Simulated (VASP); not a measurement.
**KZnF3: relaxation of cell and atoms with PBE**

Crystal: KZnF3.

```xyz
5
Lattice="4.1280 0.0000 0.0000 0.0000 4.1280 0.0000 0.0000 0.0000 4.1280" Properties=species:S:1:pos:R:3 pbc="T T T"
K     0.0000    0.0000    0.0000
Zn    2.0640    2.0640    2.0640
F     2.0640    2.0640    0.0000
F     0.0000    2.0640    2.0640
F     2.0640    0.0000    2.0640
```

```json
{
 "Program": "VASP 6.6.1",
 "Task": "relaxation of cell and atoms",
 "Functional": "PBE",
 "Potentials or basis": "VASP PAW PBE potentials, release 64 (K_sv, Zn, F)",
 "Cutoff": "600 eV",
 "k mesh": "6 × 6 × 6",
 "Occupations": "gaussian, width 0.01 eV",
 "Spin": "no spin polarisation",
 "Dipole correction": "no",
 "Further INCAR settings": "ALGO = Normal; EDIFF = 1e-07; IBRION = 2; EDIFFG = -0.001; NSW = 80; ISIF = 3"
}
```

```
Relaxed volume                        : 14.09 Å³/atom
Relaxed cell                          : a = 4.130 Å, b = 4.130 Å, c = 4.130 Å, α = 90.00°, β = 90.00°, γ = 90.00°
Space group after relaxing (to 0.1 Å) : Pm-3m (No. 221)
Energy gained by relaxing             : 0.0 meV/atom
Ionic steps                           : 4
Pressure after relaxing               : 0.0 GPa
Band gap on the k mesh                : 3.65 eV (least direct gap 5.17 eV)
```

Final structure:
```cif
data_structure
_symmetry_space_group_name_H-M 'P 1'
_symmetry_Int_Tables_number 1
_cell_length_a 4.1304
_cell_length_b 4.1304
_cell_length_c 4.1304
_cell_angle_alpha 90.000
_cell_angle_beta 90.000
_cell_angle_gamma 90.000
_cell_volume 70.47
loop_
_atom_site_label
_atom_site_type_symbol
_atom_site_fract_x
_atom_site_fract_y
_atom_site_fract_z
_atom_site_occupancy
K1 K 0.00000 0.00000 0.00000 1
Zn1 Zn 0.50000 0.50000 0.50000 1
F1 F 0.50000 0.50000 0.00000 1
F2 F 0.00000 0.50000 0.50000 1
F3 F 0.50000 0.00000 0.50000 1
```

Levels at points of the mesh, in eV from the valence-band top:
| k point | band 17 | band 18 | band 19 | band 20 | band 21 | band 22 | band 23 | band 24 | band 25 |
| --- | --- | --- | --- | --- | --- | --- | --- | --- | --- |
| (0.00, 0.00, 0.00) | -1.69 | -1.69 | -1.52 | -1.52 | -1.52 | 3.65 | 8.93 | 8.93 | 9.26 |
| (0.50, 0.00, 0.00) | -1.67 | -1.67 | -1.55 | -1.46 | -1.46 | 6.27 | 8.25 | 9.82 | 11.11 |
| (0.50, 0.50, 0.00) | -1.88 | -1.54 | -1.54 | -1.19 | 0.00 | 7.78 | 9.96 | 9.96 | 10.15 |
| (0.50, 0.50, 0.50) | -1.17 | -1.17 | -1.17 | 0.00 | 0.00 | 8.50 | 8.50 | 8.50 | 9.75 |

It took 4 min on 1 thread of Intel Xeon 8259CL, on a shared host, peak memory 0.21 GiB.

A k mesh can miss the band edges.
